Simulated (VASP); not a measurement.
## Tc: relaxation of cell and atoms with PBEsol

Tc:

```
CELL_PARAMETERS angstrom
2.74000 0.00000 0.00000
-1.37000 2.37291 0.00000
0.00000 0.00000 4.39800
ATOMIC_POSITIONS crystal
Tc 0.33333 0.66667 0.25000
Tc 0.66667 0.33333 0.75000
```

| Property | Result |
| --- | --- |
| Program | VASP 6.6.1 |
| Task | relaxation of cell and atoms |
| Functional | PBEsol |
| Potentials or basis | VASP PAW PBE potentials, release 64 (Tc_pv) |
| Cutoff | 600 eV |
| k mesh | 18 × 18 × 10 |
| Occupations | gaussian, width 0.05 eV |
| Spin | no spin polarisation |
| Dipole correction | no |
| Further INCAR settings | ALGO = Fast; EDIFF = 1e-06; IBRION = 2; EDIFFG = -0.01; NSW = 80; ISIF = 3 |

* Relaxed volume: 13.97 Å³/atom
* Relaxed cell: a = 2.723 Å, b = 2.723 Å, c = 4.353 Å, α = 90.00°, β = 90.00°, γ = 120.00°
* Space group after relaxing (to 0.1 Å): P6_3/mmc (No. 194)
* Energy gained by relaxing: 7.5 meV/atom
* Ionic steps: 11
* Pressure after relaxing: 0.0 GPa
* Band gap on the k mesh: zero (bands 13 and 14 overlap by 3.54 eV)

Step by step:
```
step  energy change (eV)  largest force (eV/Å)  pressure (GPa)  volume (Å³)
   1              0.0000                0.0000           -7.13        28.59
   2              0.1367                0.0000           27.19        26.04
   3             -0.0150                0.0000           -0.18        27.96
   4             -0.0150                0.0000            0.02        27.95
   5             -0.0150                0.0000            0.16        27.93
   6             -0.0151                0.0000            0.14        27.94
   7             -0.0151                0.0000            0.13        27.94
   8             -0.0151                0.0000            0.14        27.94
   9             -0.0151                0.0000            0.14        27.94
  10             -0.0151                0.0000           -0.31        27.97
  11             -0.0151                0.0000           -0.01        27.95
```

Final structure:
```
Tc
1.0
     2.72261    0.00000    0.00000
    -1.36131    2.35785    0.00000
     0.00000    0.00000    4.35327
Tc
2
Direct
  0.33333 0.66667 0.25000
  0.66667 0.33333 0.75000
```

Levels at points of the mesh, in eV from the Fermi level:
```
           k point  band 9  band 10  band 11  band 12  band 13  band 14  band 15  band 16  band 17
(0.00, 0.00, 0.00)   -1.58    -1.58    -1.47    -0.82    -0.82    -0.12    -0.12     1.78     2.67
(0.50, 0.00, 0.00)   -4.69    -1.96    -1.12    -0.92    -0.46     3.07     3.52     3.53     5.53
(0.00, 0.00, 0.50)   -1.88    -1.88    -1.72    -1.72    -1.72    -1.72     1.98     1.98     1.98
(0.50, 0.00, 0.50)   -3.78    -3.78     0.16     0.16     1.50     1.50     3.34     3.34     4.54
```

Run time: 3.6 min on 1 thread of Intel(R) Xeon(R) 6975P-C (Granite Rapids), on a shared host, peak memory 0.25 GiB.

Caveat: the PAW data sets were made with another functional, which shifts forces and pressure a little.
